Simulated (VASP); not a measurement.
# TePb: vibrations by perturbation theory with PBEsol

TePb:

```xyz
2
Lattice="0.0000 3.6033 3.6033 3.6033 0.0000 3.6033 3.6033 3.6033 0.0000" Properties=species:S:1:pos:R:3 pbc="T T T"
Pb    0.0000    0.0000    0.0000
Te    1.8016    1.8016    1.8016
```

```json
{
 "Program": "VASP 6.6.1",
 "Task": "vibrations by perturbation theory",
 "Functional": "PBEsol",
 "Potentials or basis": "VASP PAW PBE potentials, release 64 (Pb_d, Te)",
 "Cutoff": "500 eV",
 "k mesh": "6 × 6 × 6",
 "Occupations": "gaussian, width 0.01 eV",
 "Spin": "no spin polarisation",
 "Dipole correction": "no",
 "Further INCAR settings": "ALGO = Normal; EDIFF = 1e-08; IBRION = 8; NSW = 1"
}
```

- Electronic dielectric tensor (diagonal): 9.70
- Born charges (mean of the diagonal): Pb +2.02; Te -2.02 e
- Highest phonon frequency at Γ, LO-TO splitting left out: 106 cm⁻¹

Phonon frequencies in cm⁻¹ (negative: imaginary):
```tsv
q point	frequencies
(0.000, 0.000, 0.000)	0 0 0 106 106 106
```

Electronic dielectric tensor:
```
9.70 0.00 0.00
0.00 9.70 0.00
0.00 0.00 9.70
```

Born effective charge tensors (e):
atom 1, Pb
```
2.02 0.00 0.00
0.00 2.02 0.00
0.00 0.00 2.02
```
atom 2, Te
```
-2.02  0.00  0.00
 0.00 -2.02  0.00
 0.00  0.00 -2.02
```

Run time: 13 min on 1 thread of Intel Xeon 6975P-C, with other jobs on the host, peak memory 0.39 GiB.
